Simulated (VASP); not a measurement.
Here is a VASP 6.6.1 calculation.

The input INCAR:

```
SYSTEM = Ta
PREC = Accurate
ENCUT = 600
EDIFF = 1E-6
ISMEAR = -1
SIGMA = 0.08
LREAL = .False.
LASPH = .True.
NELM = 100
ALGO = Normal
ISIF = 3
LWAVE = .False.
LCHARG = .False.
GGA = CA
IBRION = 2
NSW = 60
EDIFFG = -0.005
```

File KPOINTS:

```
regular mesh
0
Gamma
  18 18 18
  0 0 0
```

The input POSCAR:

```
Ta
1.0
   -1.6515748661      1.6515748661      1.6515748661
    1.6515748661     -1.6515748661      1.6515748661
    1.6515748661      1.6515748661     -1.6515748661
Ta
1
Direct
    0.0000000000      0.0000000000      0.0000000000
```

Potentials or basis: VASP PAW LDA potentials, release 64 (Ta_pv).

Command:

```bash
$ cat potpaw_LDA.64/Ta_pv/POTCAR > POTCAR
$ mpirun -np 1 vasp_std > vasp.out
```

(1) Estimate the relaxed volume.

(2) Predict the relaxed cell.

(3) Estimate the space group after relaxing (to 0.05 Å).

Answers

(1) 17.28 Å³/atom.

(2) a = 2.821 Å, b = 2.821 Å, c = 2.821 Å, α = 109.47°, β = 109.47°, γ = 109.47°.

(3) Im-3m (No. 229).
